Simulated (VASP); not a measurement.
# TiO2 (C2/c) in VASP: further runs

The runs below take TiO2 through single point, with LDA.

Program: VASP 6.6.1. These are calculated values, not measurements. Logs are shortened: lines on timing, memory, paths and dates and some standing lists are left out, and cuts for length are marked.

## (1) The cell of the first run

It takes space group C2/c (No. 15, monoclinic). Conventional cell: a = 5.553 Å, b = 5.554 Å, c = 5.614 Å, α = 90.00°, β = 118.77°, γ = 90.00°. Within 2.6 Å of Ti (site symmetry 2) lie 6 O at 1.98 to 2.05 Å. O (site symmetry 1) has 3 Ti at 1.98 to 2.05 Å and 2 O at 2.56 Å within 2.6 Å.

## (2) Single point, LDA

INCAR

```
ALGO = Normal ; EDIFF = 1E-6
ENCUT = 520 ; ISIF = 2
ISMEAR = 0 ; LASPH = T
LCHARG = F ; LREAL = F
LWAVE = F ; NBANDS = 33
NELM = 60 ; PREC = Accurate
SIGMA = 0.01
```

KPOINTS

```
k-points
0
Gamma
  6 6 4
```

POSCAR

```
TiO2
1.0
    2.7763518305     -2.7769889676      0.0000000000
    2.7763518305      2.7769889676      0.0000000000
   -2.7019647989      0.0000000000      4.9212803370
Ti O
2 4
Direct
    0.1341100000      0.8658900000      0.2500000000
    0.8658900000      0.1341100000      0.7500000000
    0.3312210000      0.0887550000      0.6671490000
    0.6687790000      0.9112450000      0.3328510000
    0.9112450000      0.6687790000      0.8328510000
    0.0887550000      0.3312210000      0.1671490000
```

Potentials or basis: VASP PAW LDA potentials, release 64 (Ti_sv, O).

Started as:

```sh
$ cat potpaw_LDA.64/Ti_sv/POTCAR potpaw_LDA.64/O/POTCAR > POTCAR
$ mpirun -np 1 vasp_std > vasp.out
```

OUTCAR:

```text
EDIFF = 1E-6
   ENCUT = 520
   ISIF = 2
   ISMEAR = 0
   LASPH = T
   LREAL = F
   NELM = 60
   PREC = Accurate

 ion  position               nearest neighbor table
   1  0.134  0.866  0.250-   4 1.98   6 1.98   6 2.03   4 2.03   3 2.05   5 2.05
   2  0.866  0.134  0.750-   5 1.98   3 1.98   5 2.03   3 2.03   6 2.05   4 2.05
   3  0.331  0.089  0.667-   2 1.98   2 2.03   1 2.05
   4  0.669  0.911  0.333-   1 1.98   1 2.03   2 2.05
   5  0.911  0.669  0.833-   2 1.98   2 2.03   1 2.05
   6  0.089  0.331  0.167-   1 1.98   1 2.03   2 2.05

  LATTYP: Found a base centered monoclinic cell.
 ALAT       =     5.5527036610
 B/A-ratio  =     1.0002294872
 C/A-ratio  =     1.0110809974
 COS(beta)  =    -0.4812705001

  Lattice vectors:

 A1 = (   2.7763518305,  -2.7769889676,   0.0000000000)
 A2 = (   2.7763518305,   2.7769889676,   0.0000000000)
 A3 = (  -2.7019647989,   0.0000000000,   4.9212803370)

Analysis of symmetry for initial positions (statically):
=====================================================================
 Subroutine PRICEL returns:
 Original cell was already a primitive cell.

 Routine SETGRP: Setting up the symmetry group for a
 base centered monoclinic supercell.

 Subroutine GETGRP returns: Found  4 space group operations
 (whereof  2 operations were pure point group operations)
 out of a pool of  4 trial point group operations.

The static configuration has the point symmetry S_2 .
 The point group associated with its full space group is C_2h.

Analysis of symmetry for dynamics (positions and initial velocities):
=====================================================================
 Subroutine PRICEL returns:
 Original cell was already a primitive cell.

 Routine SETGRP: Setting up the symmetry group for a
 base centered monoclinic supercell.

 Subroutine GETGRP returns: Found  4 space group operations
 (whereof  2 operations were pure point group operations)
 out of a pool of  4 trial point group operations.

The dynamic configuration has the point symmetry S_2 .
 The point group associated with its full space group is C_2h.

 Subroutine INISYM returns: Found  4 space group operations
 (whereof  2 operations are pure point group operations),
 and found     1 'primitive' translations

----------------------------------------------------------------------------------------

                                     Primitive cell

  volume of cell :      75.8851

  direct lattice vectors                    reciprocal lattice vectors
     2.776351830 -2.776988968  0.000000000     0.180092449 -0.180051129  0.098877411
     2.776351830  2.776988968  0.000000000     0.180092449  0.180051129  0.098877411
    -2.701964799  0.000000000  4.921280337     0.000000000  0.000000000  0.203199154

  length of vectors
     3.926804962  3.926804962  5.614233156     0.273182067  0.273182067  0.203199154

  position of ions in fractional coordinates (direct lattice)
     0.134110000  0.865890000  0.250000000
     0.865890000  0.134110000  0.750000000
     0.331221000  0.088755000  0.667149000
     0.668779000  0.911245000  0.332851000
     0.911245000  0.668779000  0.832851000
     0.088755000  0.331221000  0.167149000

  ion indices of the primitive-cell ions
   primitive index   ion index
                 1           1
                 2           2
                 3           3
                 4           4
                 5           5
                 6           6

----------------------------------------------------------------------------------------

 KPOINTS: k-points

Automatic generation of k-mesh.
 Grid dimensions read from file:
 generate k-points for:    6    6    4

 Generating k-lattice:

  Cartesian coordinates                     Fractional coordinates (reciprocal lattice)
     0.030015408 -0.030008522  0.016479568     0.166666667  0.000000000 -0.000000000
     0.030015408  0.030008522  0.016479568     0.000000000  0.166666667 -0.000000000
     0.000000000  0.000000000  0.050799788     0.000000000  0.000000000  0.250000000

  Length of vectors
     0.045530344  0.045530344  0.050799788

  Shift w.r.t. Gamma in fractional coordinates (k-lattice)
     0.000000000  0.000000000  0.000000000

 Subroutine IBZKPT returns following result:
 ===========================================

 Found     47 irreducible k-points:

 Following reciprocal coordinates:
            Coordinates               Weight
  0.000000  0.000000  0.000000      1.000000
  0.166667  0.000000  0.000000      4.000000
  0.333333  0.000000  0.000000      4.000000
  0.500000  0.000000  0.000000      2.000000
  0.166667  0.166667  0.000000      2.000000
  0.333333  0.166667 -0.000000      4.000000
[... 16 lines left out ...]
 -0.333333  0.166667  0.250000      4.000000
 -0.166667  0.166667  0.250000      4.000000
 [... further k-points ...]
   k-points           NKPTS =     47   k-points in BZ     NKDIM =     47   number of bands    NBANDS=     33
   number of dos      NEDOS =    301   number of ions     NIONS =      6
   total plane-waves  NPLWV =  37800
   dimension x,y,z NGX =    30 NGY =   30 NGZ =   42
   dimension x,y,z NGXF=    60 NGYF=   60 NGZF=   84
   ions per type =               2   4
   NGX,Y,Z   is equivalent  to a cutoff of  12.70, 12.70, 12.44 a.u.
   NGXF,Y,Z  is equivalent  to a cutoff of  25.40, 25.40, 24.87 a.u.
 SYSTEM =  unknown system
   PREC   = accura    normal or accurate (medium, high low for compatibility)
   ISTART =      0    job   : 0-new  1-cont  2-samecut
   ICHARG =      2    charge: 1-file 2-atom 10-const
   ISPIN  =      1    spin polarized calculation?
   LNONCOLLINEAR =      F non collinear calculations
   LSORBIT =      F    spin-orbit coupling
   LASPH  =      T    aspherical Exc in radial PAW
   ENCUT  =  520.0 eV  38.22 Ry    6.18 a.u.   7.30  7.30 10.44*2*pi/ulx,y,z
   NELM   =     60;   NELMIN=  2; NELMDL= -5     # of ELM steps
   EDIFF  = 0.1E-05   stopping-criterion for ELM
   LREAL  =      F    real-space projection
   EDIFFG = 0.1E-04   stopping-criterion for IOM
   NSW    =      0    number of steps for IOM
   IBRION =     -1    ionic relax: 0-MD 1-quasi-New 2-CG
   NFREE  =      0    steps in history (QN), initial steepest desc. (CG)
   ISIF   =      2    stress and relaxation
   ISYM   =      2    0-nonsym 1-usesym 2-fastsym
   POTIM  = 0.5000    time-step for ionic-motion
   TEBEG  =    0.0;   TEEND  =   0.0 temperature during run
   PSTRESS=    0.0 pullay stress
   NELECT =      48.0000    total number of electrons
   NUPDOWN=      -1.0000    fix difference up-down
   EMIN   =  10.00;   EMAX   =-10.00  energy-range for DOS
   EFERMI =   0.00;   METHOD = LEGACY
   ISMEAR =     0;   SIGMA  =   0.01  broadening in eV -4-tet -1-fermi 0-gaus
   EFERMI_NEDOS =   21; number of points for ismear=-14 and -15
   IALGO  =     38    algorithm
   IMIX   =      4    mixing-type and parameters
     AMIX     =   0.40;   BMIX     =  1.00
     AMIX_MAG =   1.60;   BMIX_MAG =  1.00
  volume/ion in A,a.u.               =      12.65        85.35
  Fermi-wavevector in a.u.,A,eV,Ry     =   1.405302  2.655636 26.869787  1.974874
  Thomas-Fermi vector in A             =   2.527777
   LORBIT       =      0    0 simple, 1 ext, 2 COOP (PROOUT), +10 PAW based schemes
   GGA     = CA    functional components
   LHFCALC =     F    Hartree Fock is set to
   AEXX    =    0.0000 exact exchange contribution
   IVDW    =     0    specifies the selected vdW correction
   LEPSILON=     F    determine dielectric tensor
   LRPA    =     F    only Hartree local field effects (RPA)
 non-spin polarized calculation
 Gauss-broadening in eV      SIGMA  =   0.01
  energy-cutoff  :      520.00
  volume of cell :       75.89
 maximum number of plane-waves:      2081
 NGX is ok and might be reduce to    30
   NGX = 15   NGY = 15   NGZ = 21

 number of electron      48.0000002 magnetization

 Free energy of the ion-electron system (eV)
  ---------------------------------------------------
  ext. energy  EPLUGINS =         0.00000000
  ---------------------------------------------------
  free energy    TOTEN  =       -58.05042374 eV

  energy without entropy =      -58.05042374  energy(sigma->0) =      -58.05042374

 E-fermi :   2.2408     XC(G=0): -10.8097

 val. band max:        2.1343841377   @ k =   0.5000   0.5000  -0.0000
 cond. band min:       3.9216770730   @ k =   0.0000   0.0000   0.0000
 fundamental gap:      1.7872929353
 Fermi energy:         2.2407673387

 k-point     1 :       0.0000    0.0000    0.0000
  band No.  band energies     occupation
      1     -53.9279      2.00000
      2     -53.8886      2.00000
      3     -30.6685      2.00000
      4     -30.4975      2.00000
      5     -30.4966      2.00000
      6     -30.4505      2.00000
[... 25 lines left out ...]
     32       6.6083      0.00000
     33       6.6351      0.00000

 k-point     2 :       0.1667    0.0000    0.0000
  band No.  band energies     occupation
      1     -53.9255      2.00000
      2     -53.8904      2.00000
      3     -30.6612      2.00000
      4     -30.5186      2.00000
      5     -30.4990      2.00000
      6     -30.4565      2.00000
[... 25 lines left out ...]
     32       6.8754      0.00000
     33       7.1801      0.00000

 k-point     3 :       0.3333    0.0000    0.0000
  band No.  band energies     occupation
      1     -53.9196      2.00000
      2     -53.8949      2.00000
      3     -30.6451      2.00000
      4     -30.5601      2.00000
      5     -30.5025      2.00000
      6     -30.4692      2.00000
[... 25 lines left out ...]
     32       7.1932      0.00000
     33       7.6710      0.00000

 k-point     4 :       0.5000    0.0000    0.0000
  band No.  band energies     occupation
      1     -53.9157      2.00000
      2     -53.8983      2.00000
      3     -30.6343      2.00000
      4     -30.5833      2.00000
      5     -30.5040      2.00000
      6     -30.4727      2.00000
[... 673 lines left out ...]
     32       7.7911      0.00000
     33       7.9765      0.00000

 k-point    23 :      -0.3333    0.1667    0.2500
  band No.  band energies     occupation
      1     -53.9191      2.00000
      2     -53.8948      2.00000
      3     -30.6539      2.00000
      4     -30.5677      2.00000
      5     -30.5131      2.00000
      6     -30.4763      2.00000
[... 25 lines left out ...]
     32       7.7587      0.00000
     33       7.8689      0.00000

 k-point    24 :      -0.1667    0.1667    0.2500
  band No.  band energies     occupation
      1     -53.9196      2.00000
      2     -53.8956      2.00000
      3     -30.6340      2.00000
      4     -30.5411      2.00000
      5     -30.5131      2.00000
      6     -30.4615      2.00000
[... 25 lines left out ...]
     32       7.3167      0.00000
     33       7.5572      0.00000

 [... further k-points ...]

------------------------ aborting loop because EDIFF is reached ----------------------------------------

  FORCE on cell =-STRESS in cart. coord.  units (eV):
  Direction    XX          YY          ZZ          XY          YZ          ZX
  --------------------------------------------------------------------------------------
  -------------------------------------------------------------------------------------
  Total      -11.1947093    -11.1960676    -11.3585517      0.0000000      0.0000000     -0.4364841
  in kB     -236.3560075   -236.3846862   -239.8152439      0.0000000      0.0000000     -9.2155708
  external PRESSURE =    -237.5186459 kB  Pullay stress =       0.0000000 kB

 VOLUME and BASIS-vectors are now :
 -----------------------------------------------------------------------------
  energy-cutoff  :      520.00
  volume of cell :       75.89
      direct lattice vectors                 reciprocal lattice vectors
     2.776351830 -2.776988968  0.000000000     0.180092449 -0.180051129  0.098877411
     2.776351830  2.776988968  0.000000000     0.180092449  0.180051129  0.098877411
    -2.701964799  0.000000000  4.921280337     0.000000000  0.000000000  0.203199154

 POSITION                                       TOTAL-FORCE (eV/Angst)
 -----------------------------------------------------------------------------------
      2.10086      2.03214      1.23032         0.000000     -0.018451      0.000000
      0.74988     -2.03214      3.69096         0.000000      0.018451      0.000000
     -0.63661     -0.67333      3.28323         0.068241     -0.115709     -0.677485
      3.48735      0.67333      1.63805        -0.068241      0.115709      0.677485
      2.13637     -0.67333      4.09869        -0.068241     -0.115709      0.677485
      0.71437      0.67333      0.82259         0.068241      0.115709     -0.677485
 -----------------------------------------------------------------------------------
    total drift:                                0.000000     -0.000000     -0.000000

  FREE ENERGIE OF THE ION-ELECTRON SYSTEM (eV)
  ---------------------------------------------------
  free  energy   TOTEN  =       -58.0504237420 eV

  energy  without entropy=      -58.0504237420  energy(sigma->0) =      -58.05042374
```

Run time: 56 s. Hardware: 1 thread of Intel Xeon 6975P-C (Granite Rapids), shared host; peak memory 0.21 GiB.

What came out:

```
Free energy            : -58.0504 eV
Pressure               : -23.8 GPa
Largest force          : 0.691 eV/Å
Band gap on the k mesh : 1.79 eV, indirect (least direct gap 2.10 eV)
```

Forces in eV/Å, atoms in the order of the input:
```
Ti   0.000 -0.018  0.000
Ti   0.000  0.018  0.000
O    0.068 -0.116 -0.677
O   -0.068  0.116  0.677
O   -0.068 -0.116  0.677
O    0.068  0.116 -0.677
```

Stress tensor (GPa, compression positive):
```
-23.64   0.00  -0.92
  0.00 -23.64   0.00
 -0.92   0.00 -23.98
```

A k mesh can miss the band edges.

(Part 1 of 2 ends here.)
